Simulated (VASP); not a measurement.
# Sn2Bi (I4/mmm) in VASP: a series of runs

Runs on Sn2Bi. Level: PBE. Tasks: single point, relaxation of cell and atoms.

Program: VASP 6.6.1. These are calculated values, not measurements. Logs are shortened: lines on timing, memory, paths and dates and some standing lists are left out, and cuts for length are marked.

### Step 1. The cell of the first run

The structure is tetragonal, space group I4/mmm (No. 139). Conventional cell: a = 4.013 Å, b = 4.013 Å, c = 9.845 Å, α = 90.00°, β = 90.00°, γ = 90.00°. Within 4.3 Å of Sn (site symmetry 4mm) lie 9 Sn at 3.25 to 4.01 Å and 5 Bi at 3.27 to 3.30 Å. Bi (site symmetry 4/mmm) has 10 Sn at 3.27 to 3.30 Å and 4 Bi at 4.01 Å within 4.3 Å.

### Step 2. Single point, PBE

File INCAR:

```
SYSTEM = Sn2Bi
PREC     = Accurate       ! precision mode
ENCUT    = 520            ! plane-wave cutoff, eV
EDIFF    = 1E-6           ! SCF threshold, eV
ISMEAR   = 0              ! smearing method
SIGMA    = 0.1            ! smearing width, eV
LREAL    = .FALSE.        ! projectors in reciprocal space
LASPH    = .TRUE.         ! aspherical terms in the spheres
NELM     = 80             ! most SCF steps
ALGO     = Normal         ! electronic algorithm
ISIF     = 2              ! what is computed and relaxed
LWAVE    = .FALSE.        ! write WAVECAR
LCHARG   = .TRUE.         ! write CHGCAR
GGA      = PE             ! functional
LELF     = .TRUE.         ! ELF
LVHAR    = .TRUE.       
NBANDS   = 28             ! bands
```

File KPOINTS:

```
regular mesh
0
G
  6 6 6
  0 0 0
```

File POSCAR:

```
Sn2Bi
1.0
   -2.0066525028      2.0066525028      4.9225694208
    2.0066525028     -2.0066525028      4.9225694208
    2.0066525028      2.0066525028     -4.9225694208
Sn Bi
2 1
Direct
    0.6650000000      0.6650000000      0.0000000000
    0.3350000000      0.3350000000      0.0000000000
    0.0000000000      0.0000000000      0.0000000000
```

Potentials or basis: VASP PAW PBE potentials, release 64 (Sn_d, Bi_d).

Command:

```
$ cat potpaw_PBE.64/Sn_d/POTCAR potpaw_PBE.64/Bi_d/POTCAR > POTCAR
$ mpirun -np 1 vasp_std > vasp.out
```

OUTCAR:

```text
SYSTEM = Sn2Bi
   PREC = Accurate
   ENCUT = 520
   EDIFF = 1E-6
   ISMEAR = 0
   LREAL = .FALSE.
   LASPH = .TRUE.
   NELM = 80
   ISIF = 2
   GGA = PE

 ion  position               nearest neighbor table
   1  0.665  0.665  0.000-   2 3.25   3 3.27   3 3.27   3 3.27   3 3.27   2 3.29   2 3.29   2 3.29
                             2 3.29   3 3.30
   2  0.335  0.335  0.000-   1 3.25   3 3.27   3 3.27   3 3.27   3 3.27   1 3.29   1 3.29   1 3.29
                             1 3.29   3 3.30
   3  0.000  0.000  0.000-   2 3.27   1 3.27   1 3.27   1 3.27   1 3.27   2 3.27   2 3.27   2 3.27
                             1 3.30   2 3.30

  LATTYP: Found a body centered tetragonal cell.
 ALAT       =     4.0133050056
 C/A-ratio  =     2.4531249999

  Lattice vectors:

 A1 = (  -2.0066525028,   2.0066525028,   4.9225694208)
 A2 = (   2.0066525028,  -2.0066525028,   4.9225694208)
 A3 = (   2.0066525028,   2.0066525028,  -4.9225694208)

Analysis of symmetry for initial positions (statically):
=====================================================================
 Subroutine PRICEL returns:
 Original cell was already a primitive cell.

 Routine SETGRP: Setting up the symmetry group for a
 body centered tetragonal supercell.

 Subroutine GETGRP returns: Found 16 space group operations
 (whereof 16 operations were pure point group operations)
 out of a pool of 16 trial point group operations.

The static configuration has the point symmetry D_4h.

Analysis of symmetry for dynamics (positions and initial velocities):
=====================================================================
 Subroutine PRICEL returns:
 Original cell was already a primitive cell.

 Routine SETGRP: Setting up the symmetry group for a
 body centered tetragonal supercell.

 Subroutine GETGRP returns: Found 16 space group operations
 (whereof 16 operations were pure point group operations)
 out of a pool of 16 trial point group operations.

The dynamic configuration has the point symmetry D_4h.

 Subroutine INISYM returns: Found 16 space group operations
 (whereof 16 operations are pure point group operations),
 and found     1 'primitive' translations

----------------------------------------------------------------------------------------

                                     Primitive cell

  volume of cell :      79.2859
[... 87 lines left out ...]
   LSORBIT =      F    spin-orbit coupling
   LASPH  =      T    aspherical Exc in radial PAW
   ENCUT  =  520.0 eV  38.22 Ry    6.18 a.u.  10.56 10.56 10.56*2*pi/ulx,y,z
   NELM   =     80;   NELMIN=  2; NELMDL= -5     # of ELM steps
   EDIFF  = 0.1E-05   stopping-criterion for ELM
   LREAL  =      F    real-space projection
   EDIFFG = 0.1E-04   stopping-criterion for IOM
   NSW    =      0    number of steps for IOM
   IBRION =     -1    ionic relax: 0-MD 1-quasi-New 2-CG
   NFREE  =      0    steps in history (QN), initial steepest desc. (CG)
   ISIF   =      2    stress and relaxation
   ISYM   =      2    0-nonsym 1-usesym 2-fastsym
   POTIM  = 0.5000    time-step for ionic-motion
   TEBEG  =    0.0;   TEEND  =   0.0 temperature during run
   PSTRESS=    0.0 pullay stress
   NELECT =      43.0000    total number of electrons
   NUPDOWN=      -1.0000    fix difference up-down
   EMIN   =  10.00;   EMAX   =-10.00  energy-range for DOS
   EFERMI =   0.00;   METHOD = LEGACY
   ISMEAR =     0;   SIGMA  =   0.10  broadening in eV -4-tet -1-fermi 0-gaus
   EFERMI_NEDOS =   21; number of points for ismear=-14 and -15
   IALGO  =     38    algorithm
   IMIX   =      4    mixing-type and parameters
     AMIX     =   0.40;   BMIX     =  1.00
     AMIX_MAG =   1.60;   BMIX_MAG =  1.00
  volume/ion in A,a.u.               =      26.43       178.35
  Fermi-wavevector in a.u.,A,eV,Ry     =   1.335054  2.522887 24.250615  1.782370
  Thomas-Fermi vector in A             =   2.463788
   LORBIT       =      0    0 simple, 1 ext, 2 COOP (PROOUT), +10 PAW based schemes
   GGA     = PE    functional components
   LHFCALC =     F    Hartree Fock is set to
   AEXX    =    0.0000 exact exchange contribution
   IVDW    =     0    specifies the selected vdW correction
   LEPSILON=     F    determine dielectric tensor
   LRPA    =     F    only Hartree local field effects (RPA)
 non-spin polarized calculation
 Gauss-broadening in eV      SIGMA  =   0.10
  energy-cutoff  :      520.00
  volume of cell :       79.29
 maximum number of plane-waves:      2170
   NGX = 21   NGY = 21   NGZ = 21

 number of electron      42.9999998 magnetization

 Free energy of the ion-electron system (eV)
  ---------------------------------------------------
  ext. energy  EPLUGINS =         0.00000000
  ---------------------------------------------------
  free energy    TOTEN  =       -11.02410532 eV

  energy without entropy =      -11.00749656  energy(sigma->0) =      -11.01580094

 E-fermi :   9.0211     XC(G=0): -10.6886

 val. band max:        8.9749292450   @ k =   0.3333   0.1667  -0.0000
 cond. band min:       9.0461116631   @ k =   0.3333   0.1667  -0.0000
 fundamental gap:      0.0711824181
 Fermi energy:         9.0210627833

 k-point     1 :       0.0000    0.0000    0.0000
  band No.  band energies     occupation
      1     -14.0037      2.00000
      2     -13.9783      2.00000
      3     -13.9778      2.00000
      4     -13.9778      2.00000
      5     -13.9618      2.00000
      6     -12.5681      2.00000
[... 733 lines left out ...]
     27      13.9552      0.00000
     28      14.9540      0.00000

 [... further k-points ...]

------------------------ aborting loop because EDIFF is reached ----------------------------------------

  FORCE on cell =-STRESS in cart. coord.  units (eV):
  Direction    XX          YY          ZZ          XY          YZ          ZX
  --------------------------------------------------------------------------------------
  -------------------------------------------------------------------------------------
  Total        2.8993838      2.8993838      4.7396436      0.0000000      0.0000000      0.0000000
  in kB       58.5895421     58.5895421     95.7767483      0.0000000      0.0000000      0.0000000
  external PRESSURE =      70.9852775 kB  Pullay stress =       0.0000000 kB

 VOLUME and BASIS-vectors are now :
 -----------------------------------------------------------------------------
  energy-cutoff  :      520.00
  volume of cell :       79.29
      direct lattice vectors                 reciprocal lattice vectors
    -2.006652503  2.006652503  4.922569421     0.000000000  0.249171194  0.101572971
     2.006652503 -2.006652503  4.922569421     0.249171194  0.000000000  0.101572971
     2.006652503  2.006652503 -4.922569421     0.249171194  0.249171194  0.000000000

 POSITION                                       TOTAL-FORCE (eV/Angst)
 -----------------------------------------------------------------------------------
      0.00000      0.00000      6.54702        -0.000000     -0.000000      0.135211
      0.00000      0.00000      3.29812        -0.000000     -0.000000     -0.135211
      0.00000      0.00000      0.00000         0.000000      0.000000      0.000000
 -----------------------------------------------------------------------------------
    total drift:                               -0.000000     -0.000000      0.000000

  FREE ENERGIE OF THE ION-ELECTRON SYSTEM (eV)
  ---------------------------------------------------
  free  energy   TOTEN  =       -11.0241053204 eV

  energy  without entropy=      -11.0074965635  energy(sigma->0) =      -11.01580094
```

stdout:

```text
POSCAR found type information on POSCAR SnBi
 POSCAR found :  2 types and       3 ions
 scaLAPACK will be used
 LDA part: xc-table for (Slater+PW92), standard interpolation
 POSCAR, INCAR and KPOINTS ok, starting setup
 FFT: planning ... GRIDC
 FFT: planning ... GRID_SOFT
 FFT: planning ... GRID
 WAVECAR not read
 entering main loop
```

It took 2 min on 1 thread of Oxide Virtual Turin-like, shared host; peak memory 0.24 GiB.

What came out:

* Free energy: -11.0241 eV
* Pressure: 7.1 GPa
* Largest force: 0.135 eV/Å
* Band gap on the k mesh: zero (an odd number of electrons rules out a gap without spin polarisation)

Forces in eV/Å, atoms in the order of the input:
```
Sn   0.000  0.000  0.135
Sn   0.000  0.000 -0.135
Bi   0.000  0.000  0.000
```

Stress tensor (GPa, compression positive):
```
5.86 0.00 0.00
0.00 5.86 0.00
0.00 0.00 9.58
```

Levels at points of the mesh, in eV from the Fermi level:
```csv
k point,band 17,band 18,band 19,band 20,band 21,band 22,band 23,band 24,band 25,band 26
"(0.00, 0.00, 0.00)",-7.09,-5.34,-1.88,-1.52,-0.91,-0.91,0.03,0.03,4.08,4.09
"(0.50, 0.00, 0.00)",-8.86,-6.64,-4.94,0.17,0.35,0.38,1.25,2.30,2.66,2.78
"(0.50, 0.50, 0.00)",-6.97,-6.14,-5.47,-4.02,-3.21,-1.14,-0.81,1.20,1.63,5.37
"(0.50, 0.50, 0.50)",-9.89,-4.82,-2.31,-2.31,1.76,2.65,2.80,2.99,3.98,3.98
```

Caveat: the cell stands under pressure; spin-orbit coupling is left out, which moves the levels of the heavy elements.

(Continued in part 2 of 2.)

The gap in the log of VASP goes by the Fermi energy; the results here count the filled bands.